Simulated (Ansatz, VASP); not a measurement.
**One calculation of AlN, two programs**

Contents of INCAR:

```
SYSTEM = AlN
PREC = Accurate
ENCUT = 520
EDIFF = 1E-6
ISMEAR = 0
SIGMA = 0.05
LREAL = .False.
LASPH = .True.
NELM = 100
ALGO = Normal
ISIF = 2
LWAVE = .False.
LCHARG = .False.
IBRION = 2
NSW = 50
EDIFFG = -0.01
```

File KPOINTS:

```
regular mesh
0
Gamma
  9 9 6
  0 0 0
```

The input POSCAR:

```
AlN
1.0
    3.1195000000      0.0000000000      0.0000000000
   -1.5597500000      2.7015662471      0.0000000000
    0.0000000000      0.0000000000      4.7458000000
Al N
2 2
Direct
    0.3333333333      0.6666666667      0.0015210172
    0.6666666667      0.3333333333      0.5015210172
    0.3333333333      0.6666666667      0.3834789828
    0.6666666667      0.3333333333      0.8834789828
```

Input for Ansatz:

```yaml
crystal:
  lattice:
    - [3.1195, 0.0, 0.0]
    - [-1.55975, 2.7015662471, 0.0]
    - [0.0, 0.0, 4.7458]
  atoms:
    - { symbol: Al, position: [0.3333333333, 0.6666666667, 0.0015210172] }
    - { symbol: Al, position: [0.6666666667, 0.3333333333, 0.5015210172] }
    - { symbol: "N", position: [0.3333333333, 0.6666666667, 0.3834789828] }
    - { symbol: "N", position: [0.6666666667, 0.3333333333, 0.8834789828] }
basis:
  ecutwfc: 520.0
kpoints:
  mp_grid: { grid: [9, 9, 6] }
hamiltonian:
  xc: lda
  pseudopotentials: { kind: paw, azcp: { folder: soft_1 } }
scf:
  occupations: { method: gaussian, width: 0.05 }
output:
  forces: true
  stress: true
  eigenvalues: true
relax:
  adjacent_minimum: "off"
  f_tol: 0.01
  max_steps: 30
```

Alike in both runs: task relaxation of the atoms; functional LDA; k mesh 9 × 9 × 6; occupations gaussian, width 0.05 eV; no spin polarisation.

|  | VASP | Ansatz |
| --- | --- | --- |
| version | VASP 6.6.1 | Ansatz 0.2.0 |
| potentials or method | VASP PAW LDA potentials, release 64 (Al, N), cutoff 520 eV | scalar-relativistic, plane waves, PAW |
| valence electrons in the cell | 16 | 16 |

|  | VASP | Ansatz | Ansatz less VASP |
| --- | --- | --- | --- |
| gap on the k mesh at the Fermi level, each at its own relaxed structure (eV) | 4.27 | 4.27 | -0.005 |

Ansatz warns that its potentials were made for another functional, while VASP's fit it. LDA's correlation is that of Perdew and Zunger in VASP and of Perdew and Wang (1992) in Ansatz. Ansatz's warnings: stress scf threshold loose.
